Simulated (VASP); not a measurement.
# KZnF3 (Pm-3m) in VASP: a series of runs

KZnF3 is run at these levels: PBE; tasks: relaxation of cell and atoms.

Everything below comes from runs of VASP 6.6.1. Logs are shortened: lines on timing, memory, paths and dates and some standing lists are left out, and cuts for length are marked.

### 1 The cell of the first run

It takes space group Pm-3m (No. 221, cubic). Conventional cell: a = 3.706 Å, b = 3.706 Å, c = 3.706 Å, α = 90.00°, β = 90.00°, γ = 90.00°. Within 3.5 Å of K (site symmetry m-3m) lie 12 F at 2.62 Å and 8 Zn at 3.21 Å. Within 2.5 Å of Zn (site symmetry m-3m) lie 6 F at 1.85 Å. F (site symmetry 4/mmm) has 2 Zn at 1.85 Å within 2.5 Å.

### 2 Relaxation of cell and atoms, PBE, target pressure 60 GPa, at which the enthalpy is minimised

File INCAR:

```
PREC = Accurate
ENCUT = 600
EDIFF = 1E-6
ISMEAR = 0
SIGMA = 0.02
LREAL = F
LASPH = T
NELM = 80
ALGO = Normal
ISIF = 3
LWAVE = F
LCHARG = F
GGA = PE
IBRION = 2
NSW = 70
EDIFFG = -0.008
PSTRESS = 600.0
```

File KPOINTS:

```
Automatic mesh
0
Gamma
  6 6 6
```

File POSCAR:

```
KZnF3
1.0
    3.7058897582      0.0000000000      0.0000000000
    0.0000000000      3.7058897582      0.0000000000
    0.0000000000      0.0000000000      3.7058897582
K Zn F
1 1 3
Direct
    0.0000000000      0.0000000000      0.0000000000
    0.5000000000      0.5000000000      0.5000000000
    0.0000000000      0.5000000000      0.5000000000
    0.5000000000      0.0000000000      0.5000000000
    0.5000000000      0.5000000000      0.0000000000
```

Potentials or basis: VASP PAW PBE potentials, release 64 (K_sv, Zn, F).

Launch:

```console
$ cat potpaw_PBE.64/K_sv/POTCAR potpaw_PBE.64/Zn/POTCAR potpaw_PBE.64/F/POTCAR > POTCAR
$ mpirun -np 1 vasp_std > vasp.out
```

OUTCAR:

```text
PREC = Accurate
   ENCUT = 600
   EDIFF = 1E-6
   ISMEAR = 0
   LREAL = F
   LASPH = T
   NELM = 80
   ISIF = 3
   GGA = PE
   IBRION = 2
   NSW = 70
   EDIFFG = -0.008
   PSTRESS = 600.0

 ion  position               nearest neighbor table
   1  0.000  0.000  0.000-   3 2.62   4 2.62   5 2.62   3 2.62   4 2.62   3 2.62   5 2.62   3 2.62
                             4 2.62   5 2.62   4 2.62   5 2.62   2 3.21   2 3.21   2 3.21   2 3.21
   2  0.500  0.500  0.500-   3 1.85   4 1.85   5 1.85   5 1.85   4 1.85   3 1.85   1 3.21   1 3.21
                             1 3.21   1 3.21   1 3.21   1 3.21   1 3.21   1 3.21
   3  0.000  0.500  0.500-   2 1.85   2 1.85   1 2.62   1 2.62   1 2.62   1 2.62
   4  0.500  0.000  0.500-   2 1.85   2 1.85   1 2.62   1 2.62   1 2.62   1 2.62
   5  0.500  0.500  0.000-   2 1.85   2 1.85   1 2.62   1 2.62   1 2.62   1 2.62

  LATTYP: Found a simple cubic cell.
 ALAT       =     3.7058897582

  Lattice vectors:

 A1 = (   3.7058897582,   0.0000000000,   0.0000000000)
 A2 = (   0.0000000000,   3.7058897582,   0.0000000000)
 A3 = (   0.0000000000,   0.0000000000,   3.7058897582)

Analysis of symmetry for initial positions (statically):
=====================================================================
 Subroutine PRICEL returns:
 Original cell was already a primitive cell.

 Routine SETGRP: Setting up the symmetry group for a
 simple cubic supercell.

 Subroutine GETGRP returns: Found 48 space group operations
 (whereof 48 operations were pure point group operations)
 out of a pool of 48 trial point group operations.

The static configuration has the point symmetry O_h .

Analysis of symmetry for dynamics (positions and initial velocities):
=====================================================================
 Subroutine PRICEL returns:
 Original cell was already a primitive cell.

 Routine SETGRP: Setting up the symmetry group for a
 simple cubic supercell.

 Subroutine GETGRP returns: Found 48 space group operations
 (whereof 48 operations were pure point group operations)
 out of a pool of 48 trial point group operations.

The dynamic configuration has the point symmetry O_h .

 Subroutine INISYM returns: Found 48 space group operations
 (whereof 48 operations are pure point group operations),
 and found     1 'primitive' translations

----------------------------------------------------------------------------------------

                                     Primitive cell

  volume of cell :      50.8953

  direct lattice vectors                    reciprocal lattice vectors
     3.705889758  0.000000000  0.000000000     0.269840731  0.000000000  0.000000000
     0.000000000  3.705889758  0.000000000     0.000000000  0.269840731  0.000000000
     0.000000000  0.000000000  3.705889758     0.000000000  0.000000000  0.269840731

  length of vectors
     3.705889758  3.705889758  3.705889758     0.269840731  0.269840731  0.269840731

  position of ions in fractional coordinates (direct lattice)
     0.000000000  0.000000000  0.000000000
     0.500000000  0.500000000  0.500000000
     0.000000000  0.500000000  0.500000000
     0.500000000  0.000000000  0.500000000
     0.500000000  0.500000000  0.000000000

  ion indices of the primitive-cell ions
   primitive index   ion index
                 1           1
                 2           2
                 3           3
                 4           4
                 5           5

----------------------------------------------------------------------------------------

 KPOINTS: Automatic mesh

Automatic generation of k-mesh.
 Grid dimensions read from file:
 generate k-points for:    6    6    6

 Generating k-lattice:

  Cartesian coordinates                     Fractional coordinates (reciprocal lattice)
     0.044973455  0.000000000  0.000000000     0.166666667  0.000000000  0.000000000
     0.000000000  0.044973455  0.000000000     0.000000000  0.166666667  0.000000000
     0.000000000  0.000000000  0.044973455     0.000000000  0.000000000  0.166666667

  Length of vectors
     0.044973455  0.044973455  0.044973455

  Shift w.r.t. Gamma in fractional coordinates (k-lattice)
     0.000000000  0.000000000  0.000000000

 Subroutine IBZKPT returns following result:
 ===========================================

 Found     20 irreducible k-points:

 Following reciprocal coordinates:
            Coordinates               Weight
  0.000000  0.000000  0.000000      1.000000
  0.166667  0.000000  0.000000      6.000000
  0.333333  0.000000  0.000000      6.000000
  0.500000  0.000000  0.000000      3.000000
  0.166667  0.166667  0.000000     12.000000
  0.333333  0.166667  0.000000     24.000000
[... 12 lines left out ...]
  0.500000  0.500000  0.333333      6.000000
  0.500000  0.500000  0.500000      1.000000
   k-points           NKPTS =     20   k-points in BZ     NKDIM =     20   number of bands    NBANDS=     25
   number of dos      NEDOS =    301   number of ions     NIONS =      5
   total plane-waves  NPLWV =  27000
   dimension x,y,z NGX =    30 NGY =   30 NGZ =   30
   dimension x,y,z NGXF=    60 NGYF=   60 NGZF=   60
   ions per type =               1   1   3
   NGX,Y,Z   is equivalent  to a cutoff of  13.46, 13.46, 13.46 a.u.
   NGXF,Y,Z  is equivalent  to a cutoff of  26.92, 26.92, 26.92 a.u.
 SYSTEM =  unknown system
   PREC   = accura    normal or accurate (medium, high low for compatibility)
   ISTART =      0    job   : 0-new  1-cont  2-samecut
   ICHARG =      2    charge: 1-file 2-atom 10-const
   ISPIN  =      1    spin polarized calculation?
   LNONCOLLINEAR =      F non collinear calculations
   LSORBIT =      F    spin-orbit coupling
   LASPH  =      T    aspherical Exc in radial PAW
   ENCUT  =  600.0 eV  44.10 Ry    6.64 a.u.   7.40  7.40  7.40*2*pi/ulx,y,z
   NELM   =     80;   NELMIN=  2; NELMDL= -5     # of ELM steps
   EDIFF  = 0.1E-05   stopping-criterion for ELM
   LREAL  =      F    real-space projection
   EDIFFG = -.8E-02   stopping-criterion for IOM
   NSW    =     70    number of steps for IOM
   IBRION =      2    ionic relax: 0-MD 1-quasi-New 2-CG
   NFREE  =      1    steps in history (QN), initial steepest desc. (CG)
   ISIF   =      3    stress and relaxation
   ISYM   =      2    0-nonsym 1-usesym 2-fastsym
   POTIM  = 0.5000    time-step for ionic-motion
   TEBEG  =    0.0;   TEEND  =   0.0 temperature during run
   PSTRESS=  600.0 pullay stress
   NELECT =      42.0000    total number of electrons
   NUPDOWN=      -1.0000    fix difference up-down
   EMIN   =  10.00;   EMAX   =-10.00  energy-range for DOS
   EFERMI =   0.00;   METHOD = LEGACY
   ISMEAR =     0;   SIGMA  =   0.02  broadening in eV -4-tet -1-fermi 0-gaus
   EFERMI_NEDOS =   21; number of points for ismear=-14 and -15
   IALGO  =     38    algorithm
   IMIX   =      4    mixing-type and parameters
     AMIX     =   0.40;   BMIX     =  1.00
     AMIX_MAG =   1.60;   BMIX_MAG =  1.00
  volume/ion in A,a.u.               =      10.18        68.69
  Fermi-wavevector in a.u.,A,eV,Ry     =   1.535555  2.901779 32.081582  2.357930
  Thomas-Fermi vector in A             =   2.642327
   LORBIT       =      0    0 simple, 1 ext, 2 COOP (PROOUT), +10 PAW based schemes
   GGA     = PE    functional components
   LHFCALC =     F    Hartree Fock is set to
   AEXX    =    0.0000 exact exchange contribution
   IVDW    =     0    specifies the selected vdW correction
   LEPSILON=     F    determine dielectric tensor
   LRPA    =     F    only Hartree local field effects (RPA)
 conjugate gradient relaxation of ions
 non-spin polarized calculation
 Gauss-broadening in eV      SIGMA  =   0.02
  energy-cutoff  :      600.00
  volume of cell :       50.90
 maximum number of plane-waves:      1743
 NGX is ok and might be reduce to    30
   NGX = 15   NGY = 15   NGZ = 15

--------------------------------------- Ionic step        1  -------------------------------------------

 number of electron      41.9999984 magnetization

 Free energy of the ion-electron system (eV)
  ---------------------------------------------------
  ext. energy  EPLUGINS =         0.00000000
  ---------------------------------------------------
  free energy    TOTEN  =       -18.05465031 eV

  energy without entropy =      -18.05465031  energy(sigma->0) =      -18.05465031

------------------------ aborting loop because EDIFF is reached ----------------------------------------

  FORCE on cell =-STRESS in cart. coord.  units (eV):
  Direction    XX          YY          ZZ          XY          YZ          ZX
  --------------------------------------------------------------------------------------
  -------------------------------------------------------------------------------------
  Total       15.8232877     15.8232877     15.8232877      0.0000000      0.0000000      0.0000000
  in kB      498.1152285    498.1152285    498.1152285      0.0000000      0.0000000      0.0000000
  external PRESSURE =    -101.8847715 kB  Pullay stress =     600.0000000 kB

 VOLUME and BASIS-vectors are now :
 -----------------------------------------------------------------------------
  energy-cutoff  :      600.00
  volume of cell :       50.90
      direct lattice vectors                 reciprocal lattice vectors
     3.705889758  0.000000000  0.000000000     0.269840731  0.000000000  0.000000000
     0.000000000  3.705889758  0.000000000     0.000000000  0.269840731  0.000000000
     0.000000000  0.000000000  3.705889758     0.000000000  0.000000000  0.269840731
[... 93 lines left out ...]
  FREE ENERGIE OF THE ION-ELECTRON SYSTEM (eV)
  ---------------------------------------------------
  free  energy   TOTEN  =       -17.4449921438 eV

  energy  without entropy=      -17.4449921438  energy(sigma->0) =      -17.44499214

  enthalpy is  TOTEN    =         0.9444411814 eV   P V=       18.3894333252

--------------------------------------- Ionic step        4  -------------------------------------------

 number of electron      41.9999947 magnetization

 Free energy of the ion-electron system (eV)
  ---------------------------------------------------
  ext. energy  EPLUGINS =         0.00000000
  ---------------------------------------------------
  free energy    TOTEN  =       -17.43176497 eV

  energy without entropy =      -17.43176497  energy(sigma->0) =      -17.43176497

 E-fermi :   3.2438     XC(G=0): -11.5494

 val. band max:        3.0646635300   @ k =   0.5000   0.5000   0.5000
 cond. band min:       7.7827957494   @ k =   0.0000   0.0000   0.0000
 fundamental gap:      4.7181322194
 Fermi energy:         3.2438232063

 k-point     1 :       0.0000    0.0000    0.0000
  band No.  band energies     occupation
      1     -25.7010      2.00000
      2     -21.6156      2.00000
      3     -20.5697      2.00000
      4     -20.5697      2.00000
      5      -9.2225      2.00000
      6      -9.2225      2.00000
[... 17 lines left out ...]
     24       9.9740      0.00000
     25      12.8712      0.00000
[... 552 lines left out ...]
 POSITION                                       TOTAL-FORCE (eV/Angst)
 -----------------------------------------------------------------------------------
      0.00000      0.00000      0.00000         0.000000     -0.000000      0.000000
      1.83052      1.83052      1.83052        -0.000000      0.000000      0.000000
     -0.00000      1.83052      1.83052        -0.000000      0.000000      0.000000
      1.83052      0.00000      1.83052        -0.000000      0.000000      0.000000
      1.83052      1.83052      0.00000         0.000000     -0.000000      0.000000
 -----------------------------------------------------------------------------------
    total drift:                                0.000000      0.000000     -0.000000

  FREE ENERGIE OF THE ION-ELECTRON SYSTEM (eV)
  ---------------------------------------------------
  free  energy   TOTEN  =       -17.4317649699 eV

  energy  without entropy=      -17.4317649699  energy(sigma->0) =      -17.43176497

  enthalpy is  TOTEN    =         0.9444240464 eV   P V=       18.3761890163

 reached required accuracy - stopping structural energy minimisation
```

Wall time 57 s (1 thread of AMD EPYC 9R45 (Zen 5), shared host); peak memory 0.16 GiB.

What came out:

```
Free energy                                                : -17.4318 eV
Relaxed volume                                             : 9.81 Å³/atom
Relaxed cell                                               : a = 3.661 Å, b = 3.661 Å, c = 3.661 Å, α = 90.00°, β = 90.00°, γ = 90.00°
Space group after relaxing (to 0.1 Å)                      : Pm-3m (No. 221)
Energy change on relaxing (the run minimises the enthalpy) : +124.6 meV/atom
Ionic steps                                                : 4
Pressure after relaxing                                    : 60.0 GPa
Band gap on the k mesh                                     : 4.72 eV (least direct gap 7.62 eV)
```

Step by step:
| step | energy change (eV) | largest force (eV/Å) | pressure (GPa) | volume (Å³) |
| --- | --- | --- | --- | --- |
| 1 | 0.0000 | 0.0000 | 49.81 | 50.90 |
| 2 | 1.8361 | 0.0000 | 79.87 | 46.27 |
| 3 | 0.6097 | 0.0000 | 59.83 | 49.11 |
| 4 | 0.6229 | 0.0000 | 60.00 | 49.07 |

Final structure:
```yaml
crystal:
  lattice:
    - [3.66104, 0.00000, 0.00000]
    - [0.00000, 3.66104, 0.00000]
    - [0.00000, 0.00000, 3.66104]
  atoms:
    - { symbol: K, position: [0.00000, 0.00000, 0.00000] }
    - { symbol: Zn, position: [0.50000, 0.50000, 0.50000] }
    - { symbol: F, position: [0.00000, 0.50000, 0.50000] }
    - { symbol: F, position: [0.50000, 0.00000, 0.50000] }
    - { symbol: F, position: [0.50000, 0.50000, 0.00000] }
```

Caveat: the cell is relaxed towards a set pressure, so the run minimises the enthalpy, not the energy. A k mesh can miss the band edges.

[end of part 1 of 2]
